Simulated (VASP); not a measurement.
# Sb: single point with PBE+D3(BJ)

Crystal: Sb.

```
Sb
1.0
     2.14947    1.24100    3.63235
    -2.14947    1.24100    3.63235
     0.00000   -2.48199    3.63235
Sb
2
Direct
  0.23778 0.23778 0.23778
  0.76222 0.76222 0.76222
```

* Program: VASP 6.6.1
* Task: single point
* Functional: PBE
* Dispersion: D3(BJ)
* Potentials or basis: VASP PAW PBE potentials, release 64 (Sb)
* Cutoff: 520 eV
* k mesh: 12 × 12 × 12
* Occupations: fermi-dirac, width 0.1 eV
* Spin: no spin polarisation

- Pressure: 1.1 GPa
- Largest force: 0.036 eV/Å
- Band gap on the k mesh: zero (bands 5 and 6 overlap by 0.31 eV)
- Dispersion energy per atom: -0.492 eV

Forces in eV/Å, atoms in the order of the input:
```
Sb   0.000  0.000  0.036
Sb   0.000  0.000 -0.036
```

Levels at points of the mesh, in eV from the Fermi level:
| k point | band 1 | band 2 | band 3 | band 4 | band 5 | band 6 | band 7 | band 8 | band 9 | band 10 |
| --- | --- | --- | --- | --- | --- | --- | --- | --- | --- | --- |
| (0.00, 0.00, 0.00) | -12.83 | -4.47 | -1.93 | -1.79 | -1.79 | 2.59 | 3.00 | 3.00 | 4.94 | 4.94 |
| (0.50, 0.00, 0.00) | -10.31 | -9.77 | -1.61 | -1.44 | -0.30 | -0.04 | 0.21 | 0.31 | 8.12 | 8.74 |
| (0.50, 0.50, 0.00) | -10.32 | -7.77 | -5.69 | -3.81 | -3.76 | 1.69 | 5.29 | 5.61 | 7.45 | 8.93 |
| (0.50, 0.50, 0.50) | -10.91 | -9.27 | -1.16 | -1.16 | -0.29 | -0.09 | -0.09 | 0.96 | 7.62 | 8.97 |

Run time: 93 s on 1 thread of AMD EPYC 7R13 Processor (Zen 3) (shared host), peak memory 0.26 GiB.

Caveat: spin-orbit coupling is left out, which moves the levels of the heavy elements.
